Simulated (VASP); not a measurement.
# BaSr3Ti4O12 (Im-3m) in VASP: relaxation of cell and atoms with PBEsol

Aim: the relaxation of cell and atoms of BaSr3Ti4O12 with PBEsol.

All numbers are computed with VASP 6.6.1; they aren't measurements. Logs are shortened: lines on timing, memory, paths and dates and some standing lists are left out, and cuts for length are marked.

### 1 The cell of the first run

It takes space group Im-3m (No. 229, cubic). The conventional cell has a = 7.861 Å, b = 7.861 Å, c = 7.861 Å, α = 90.00°, β = 90.00°, γ = 90.00°. Within 3.7 Å of Ba (site symmetry m-3m) lie 12 O at 2.78 Å and 8 Ti at 3.40 Å. Within 3.7 Å of Sr (site symmetry 4/mmm) lie 12 O at 2.78 Å and 8 Ti at 3.40 Å. Ti (site symmetry -3m) has 6 O at 1.97 Å within 2.6 Å. O (site symmetry mm2) has 2 Ti at 1.97 Å within 2.6 Å.

### 2 Relaxation of cell and atoms, PBEsol

INCAR reads:

```
SYSTEM = BaSr3Ti4O12
PREC = Accurate
ENCUT = 600
EDIFF = 1E-6
ISMEAR = 0
SIGMA = 0.02
LREAL = Auto
LASPH = .TRUE.
NELM = 100
ALGO = Normal
ISIF = 3
LWAVE = .FALSE.
LCHARG = .FALSE.
GGA = PS
IBRION = 2
NSW = 100
EDIFFG = -0.005
```

KPOINTS reads:

```
regular mesh
0
G
  6 6 6
  0 0 0
```

POSCAR reads:

```
BaSr3Ti4O12
1.0
   -3.9304600000      3.9304600000      3.9304600000
    3.9304600000     -3.9304600000      3.9304600000
    3.9304600000      3.9304600000     -3.9304600000
Ba Sr Ti O
1 3 4 12
Direct
    0.5000000000      0.5000000000      0.5000000000
    0.0000000000      0.0000000000      0.5000000000
    0.0000000000      0.5000000000      0.0000000000
    0.5000000000      0.0000000000      0.0000000000
    0.0000000000      0.0000000000      0.0000000000
    0.5000000000      0.5000000000      0.0000000000
    0.5000000000      0.0000000000      0.5000000000
    0.0000000000      0.5000000000      0.5000000000
    0.0000000000      0.2500000000      0.2500000000
    0.5000000000      0.7500000000      0.2500000000
    0.5000000000      0.2500000000      0.7500000000
    0.0000000000      0.7500000000      0.7500000000
    0.2500000000      0.0000000000      0.2500000000
    0.7500000000      0.5000000000      0.2500000000
    0.7500000000      0.0000000000      0.7500000000
    0.2500000000      0.5000000000      0.7500000000
    0.2500000000      0.2500000000      0.0000000000
    0.7500000000      0.7500000000      0.0000000000
    0.7500000000      0.2500000000      0.5000000000
    0.2500000000      0.7500000000      0.5000000000
```

Potentials or basis: VASP PAW PBE potentials, release 64 (Ba_sv, Sr_sv, Ti_sv, O).

Run with:

```
> cat potpaw_PBE.64/Ba_sv/POTCAR potpaw_PBE.64/Sr_sv/POTCAR potpaw_PBE.64/Ti_sv/POTCAR potpaw_PBE.64/O/POTCAR > POTCAR
> mpirun -np 1 vasp_std > vasp.out
```

OUTCAR:

```text
SYSTEM = BaSr3Ti4O12
   PREC = Accurate
   ENCUT = 600
   EDIFF = 1E-6
   ISMEAR = 0
   LREAL = Auto
   LASPH = .TRUE.
   NELM = 100
   ISIF = 3
   GGA = PS
   IBRION = 2
   NSW = 100
   EDIFFG = -0.005

 ion  position               nearest neighbor table
   1  0.500  0.500  0.500-  10 2.78  11 2.78  12 2.78  14 2.78  15 2.78  16 2.78  18 2.78  19 2.78
                            20 2.78  17 2.78  13 2.78   9 2.78   5 3.40   6 3.40   6 3.40   7 3.40
   2  0.000  0.000  0.500-   9 2.78  11 2.78  12 2.78  13 2.78  15 2.78  16 2.78  17 2.78  19 2.78
                            20 2.78  18 2.78  14 2.78  10 2.78   5 3.40   5 3.40   6 3.40   8 3.40
   3  0.000  0.500  0.000-   9 2.78  10 2.78  12 2.78  13 2.78  14 2.78  16 2.78  17 2.78  18 2.78
                            20 2.78  19 2.78  15 2.78  11 2.78   5 3.40   8 3.40   6 3.40   5 3.40
   4  0.500  0.000  0.000-   9 2.78  10 2.78  11 2.78  13 2.78  14 2.78  15 2.78  17 2.78  18 2.78
                            19 2.78  20 2.78  16 2.78  12 2.78   5 3.40   7 3.40   6 3.40   6 3.40
   5  0.000  0.000  0.000-   9 1.97  12 1.97  13 1.97  15 1.97  17 1.97  18 1.97   3 3.40   4 3.40
                             1 3.40   2 3.40   2 3.40   3 3.40   4 3.40   1 3.40
   6  0.500  0.500  0.000-  10 1.97  11 1.97  14 1.97  16 1.97  17 1.97  18 1.97   3 3.40   4 3.40
                             1 3.40   2 3.40   1 3.40   4 3.40   3 3.40   2 3.40
   7  0.500  0.000  0.500-  10 1.97  11 1.97  13 1.97  15 1.97  19 1.97  20 1.97   3 3.40   4 3.40
                             1 3.40   2 3.40   4 3.40   1 3.40   2 3.40   3 3.40
   8  0.000  0.500  0.500-   9 1.97  12 1.97  14 1.97  16 1.97  19 1.97  20 1.97   3 3.40   4 3.40
                             1 3.40   2 3.40   3 3.40   2 3.40   1 3.40   4 3.40
   9  0.000  0.250  0.250-   5 1.97   8 1.97   3 2.78   1 2.78   2 2.78   4 2.78
  10  0.500  0.750  0.250-   6 1.97   7 1.97   4 2.78   1 2.78   2 2.78   3 2.78
  11  0.500  0.250  0.750-   6 1.97   7 1.97   4 2.78   1 2.78   3 2.78   2 2.78
  12  0.000  0.750  0.750-   5 1.97   8 1.97   4 2.78   2 2.78   3 2.78   1 2.78
  13  0.250  0.000  0.250-   5 1.97   7 1.97   4 2.78   1 2.78   2 2.78   3 2.78
  14  0.750  0.500  0.250-   6 1.97   8 1.97   3 2.78   1 2.78   2 2.78   4 2.78
  15  0.750  0.000  0.750-   5 1.97   7 1.97   4 2.78   2 2.78   3 2.78   1 2.78
  16  0.250  0.500  0.750-   6 1.97   8 1.97   4 2.78   1 2.78   3 2.78   2 2.78
  17  0.250  0.250  0.000-   5 1.97   6 1.97   4 2.78   1 2.78   3 2.78   2 2.78
  18  0.750  0.750  0.000-   5 1.97   6 1.97   4 2.78   2 2.78   3 2.78   1 2.78
  19  0.750  0.250  0.500-   7 1.97   8 1.97   3 2.78   1 2.78   2 2.78   4 2.78
  20  0.250  0.750  0.500-   7 1.97   8 1.97   4 2.78   1 2.78   2 2.78   3 2.78

  LATTYP: Found a body centered cubic cell.
 ALAT       =     7.8609200000

  Lattice vectors:

 A1 = (  -3.9304600000,   3.9304600000,   3.9304600000)
 A2 = (   3.9304600000,  -3.9304600000,   3.9304600000)
 A3 = (   3.9304600000,   3.9304600000,  -3.9304600000)

Analysis of symmetry for initial positions (statically):
=====================================================================
 Subroutine PRICEL returns:
 Original cell was already a primitive cell.

 Routine SETGRP: Setting up the symmetry group for a
 body centered cubic supercell.

 Subroutine GETGRP returns: Found 48 space group operations
 (whereof 12 operations were pure point group operations)
 out of a pool of 48 trial point group operations.

The static configuration has the point symmetry D_3d.
 The point group associated with its full space group is O_h .

Analysis of symmetry for dynamics (positions and initial velocities):
=====================================================================
 Subroutine PRICEL returns:
 Original cell was already a primitive cell.

 Routine SETGRP: Setting up the symmetry group for a
 body centered cubic supercell.

 Subroutine GETGRP returns: Found 48 space group operations
 (whereof 12 operations were pure point group operations)
 out of a pool of 48 trial point group operations.

The dynamic configuration has the point symmetry D_3d.
 The point group associated with its full space group is O_h .

 Subroutine INISYM returns: Found 48 space group operations
 (whereof 12 operations are pure point group operations),
 and found     1 'primitive' translations

----------------------------------------------------------------------------------------

                                     Primitive cell

  volume of cell :     242.8791

  direct lattice vectors                    reciprocal lattice vectors
    -3.930460000  3.930460000  3.930460000     0.000000000  0.127211573  0.127211573
[... 64 lines left out ...]
     0.021201929  0.021201929  0.000000000     0.000000000  0.000000000  0.166666667

  Length of vectors
     0.029984055  0.029984055  0.029984055

  Shift w.r.t. Gamma in fractional coordinates (k-lattice)
     0.000000000  0.000000000  0.000000000

 Subroutine IBZKPT returns following result:
 ===========================================

 Found     16 irreducible k-points:

 Following reciprocal coordinates:
            Coordinates               Weight
  0.000000  0.000000  0.000000      1.000000
  0.166667  0.000000  0.000000     12.000000
  0.333333  0.000000  0.000000     12.000000
  0.500000  0.000000  0.000000      6.000000
  0.166667  0.166667  0.000000     24.000000
  0.333333  0.166667 -0.000000     48.000000
[... 8 lines left out ...]
  0.500000  0.500000  0.333333     12.000000
  0.500000  0.500000  0.500000      1.000000
   k-points           NKPTS =     16   k-points in BZ     NKDIM =     16   number of bands    NBANDS=     96
   number of dos      NEDOS =    301   number of ions     NIONS =     20
   total plane-waves  NPLWV = 157464
   dimension x,y,z NGX =    54 NGY =   54 NGZ =   54
   dimension x,y,z NGXF=   108 NGYF=  108 NGZF=  108
   ions per type =               1   3   4  12
   NGX,Y,Z   is equivalent  to a cutoff of  13.19, 13.19, 13.19 a.u.
   NGXF,Y,Z  is equivalent  to a cutoff of  26.37, 26.37, 26.37 a.u.
 SYSTEM =  BaSr3Ti4O12
   PREC   = accura    normal or accurate (medium, high low for compatibility)
   ISTART =      0    job   : 0-new  1-cont  2-samecut
   ICHARG =      2    charge: 1-file 2-atom 10-const
   ISPIN  =      1    spin polarized calculation?
   LNONCOLLINEAR =      F non collinear calculations
   LSORBIT =      F    spin-orbit coupling
   LASPH  =      T    aspherical Exc in radial PAW
   ENCUT  =  600.0 eV  44.10 Ry    6.64 a.u.  13.60 13.60 13.60*2*pi/ulx,y,z
   NELM   =    100;   NELMIN=  2; NELMDL= -5     # of ELM steps
   EDIFF  = 0.1E-05   stopping-criterion for ELM
   LREAL  =      T    real-space projection
   EDIFFG = -.5E-02   stopping-criterion for IOM
   NSW    =    100    number of steps for IOM
   IBRION =      2    ionic relax: 0-MD 1-quasi-New 2-CG
   NFREE  =      1    steps in history (QN), initial steepest desc. (CG)
   ISIF   =      3    stress and relaxation
   ISYM   =      2    0-nonsym 1-usesym 2-fastsym
   POTIM  = 0.5000    time-step for ionic-motion
   TEBEG  =    0.0;   TEEND  =   0.0 temperature during run
   PSTRESS=    0.0 pullay stress
   NELECT =     160.0000    total number of electrons
   NUPDOWN=      -1.0000    fix difference up-down
   EMIN   =  10.00;   EMAX   =-10.00  energy-range for DOS
   EFERMI =   0.00;   METHOD = LEGACY
   ISMEAR =     0;   SIGMA  =   0.02  broadening in eV -4-tet -1-fermi 0-gaus
   EFERMI_NEDOS =   21; number of points for ismear=-14 and -15
   IALGO  =     38    algorithm
   IMIX   =      4    mixing-type and parameters
     AMIX     =   0.40;   BMIX     =  1.00
     AMIX_MAG =   1.60;   BMIX_MAG =  1.00
  volume/ion in A,a.u.               =      12.14        81.95
  Fermi-wavevector in a.u.,A,eV,Ry     =   1.424464  2.691846 27.607546  2.029097
  Thomas-Fermi vector in A             =   2.544952
   LORBIT       =      0    0 simple, 1 ext, 2 COOP (PROOUT), +10 PAW based schemes
   GGA     = PS    functional components
   LHFCALC =     F    Hartree Fock is set to
   AEXX    =    0.0000 exact exchange contribution
   IVDW    =     0    specifies the selected vdW correction
   LEPSILON=     F    determine dielectric tensor
   LRPA    =     F    only Hartree local field effects (RPA)
 conjugate gradient relaxation of ions
 non-spin polarized calculation
 Gauss-broadening in eV      SIGMA  =   0.02
  energy-cutoff  :      600.00
  volume of cell :      242.88
 maximum number of plane-waves:      8151
   NGX = 27   NGY = 27   NGZ = 27

--------------------------------------- Ionic step        1  -------------------------------------------

 number of electron     160.0000037 magnetization

 Free energy of the ion-electron system (eV)
  ---------------------------------------------------
  ext. energy  EPLUGINS =         0.00000000
  ---------------------------------------------------
  free energy    TOTEN  =      -167.94413404 eV

  energy without entropy =     -167.94413404  energy(sigma->0) =     -167.94413404

------------------------ aborting loop because EDIFF is reached ----------------------------------------

  FORCE on cell =-STRESS in cart. coord.  units (eV):
  Direction    XX          YY          ZZ          XY          YZ          ZX
  --------------------------------------------------------------------------------------
  -------------------------------------------------------------------------------------
  Total       -2.5582593     -2.5582593     -2.5582593      0.0000000      0.0000000      0.0000000
  in kB      -16.8758250    -16.8758250    -16.8758250      0.0000000      0.0000000      0.0000000
  external PRESSURE =     -16.8758250 kB  Pullay stress =       0.0000000 kB
[... 203 lines left out ...]
--------------------------------------- Ionic step        5  -------------------------------------------

 number of electron     160.0000025 magnetization

 Free energy of the ion-electron system (eV)
  ---------------------------------------------------
  ext. energy  EPLUGINS =         0.00000000
  ---------------------------------------------------
  free energy    TOTEN  =      -167.99725057 eV

  energy without entropy =     -167.99725057  energy(sigma->0) =     -167.99725057

 E-fermi :   4.1470     XC(G=0): -11.5840

 val. band max:        4.0145664258   @ k =   0.5000   0.5000   0.5000
 cond. band min:       5.8032332849   @ k =   0.0000   0.0000   0.0000
 fundamental gap:      1.7886668591
 Fermi energy:         4.1469524169

 k-point     1 :       0.0000    0.0000    0.0000
  band No.  band energies     occupation
      1     -52.1926      2.00000
      2     -52.1896      2.00000
      3     -52.1896      2.00000
      4     -52.1896      2.00000
      5     -28.6200      2.00000
      6     -28.6200      2.00000
[... 1509 lines left out ...]
     91       8.3276      0.00000
     92       8.3276      0.00000
 [bands above 92 left out]

------------------------ aborting loop because EDIFF is reached ----------------------------------------

  FORCE on cell =-STRESS in cart. coord.  units (eV):
  Direction    XX          YY          ZZ          XY          YZ          ZX
  --------------------------------------------------------------------------------------
  -------------------------------------------------------------------------------------
  Total        0.0436851      0.0436851      0.0436851      0.0000000      0.0000000      0.0000000
  in kB        0.2911027      0.2911027      0.2911027      0.0000000      0.0000000      0.0000000
  external PRESSURE =       0.2911027 kB  Pullay stress =       0.0000000 kB
[... 35 lines left out ...]
  FREE ENERGIE OF THE ION-ELECTRON SYSTEM (eV)
  ---------------------------------------------------
  free  energy   TOTEN  =      -167.9972505695 eV

  energy  without entropy=     -167.9972505695  energy(sigma->0) =     -167.99725057

 reached required accuracy - stopping structural energy minimisation
```

It took 77 min on 1 thread of Intel Xeon Platinum 8259CL at 2.50GHz (Skylake/Cascade Lake), shared host; peak memory 0.6 GiB.

What came out:

* Free energy: -167.9973 eV
* Relaxed volume: 12.02 Å³/atom
* Relaxed cell: a = 6.785 Å, b = 6.785 Å, c = 6.785 Å, α = 109.47°, β = 109.47°, γ = 109.47°
* Space group after relaxing (to 0.1 Å): Im-3m (No. 229)
* Energy gained by relaxing: 2.7 meV/atom
* Ionic steps: 5
* Pressure after relaxing: 0.0 GPa
* Band gap on the k mesh: 1.79 eV (least direct gap 1.86 eV)

The path:
```csv
step,energy change (eV),largest force (eV/Å),pressure (GPa),volume (Å³)
1,0.0000,0.2872,-1.69,242.88
2,-0.0356,0.1273,1.62,238.41
3,-0.0380,0.1594,0.96,239.30
4,-0.0531,0.0097,0.08,240.36
5,-0.0531,0.0014,0.03,240.44
```

Final structure:
```xyz
20
Lattice="-3.9172 3.9172 3.9172 3.9172 -3.9172 3.9172 3.9172 3.9172 -3.9172" Properties=species:S:1:pos:R:3 pbc="T T T"
Ba    1.9586    1.9586    1.9586
Sr    1.9586    1.9586   -1.9586
Sr    1.9586   -1.9586    1.9586
Sr   -1.9586    1.9586    1.9586
Ti    0.0000    0.0000    0.0000
Ti    0.0000    0.0000    3.9172
Ti    0.0000    3.9172    0.0000
Ti    3.9172    0.0000    0.0000
O    -1.9586    3.9007    3.9007
O     1.9586   -0.0165    3.9338
O     1.9586    3.9338   -0.0165
O     5.8758    0.0165    0.0165
O     3.9007   -1.9586    3.9007
O    -0.0165    1.9586    3.9338
O     0.0165    5.8758    0.0165
O     3.9338    1.9586   -0.0165
O     3.9007    3.9007   -1.9586
O     0.0165    0.0165    5.8758
O    -0.0165    3.9338    1.9586
O     3.9338   -0.0165    1.9586
```

Caveat: the PAW data sets were made with another functional, which shifts forces and pressure a little; spin-orbit coupling is left out, which moves the levels of the heavy elements. A k mesh can miss the band edges.
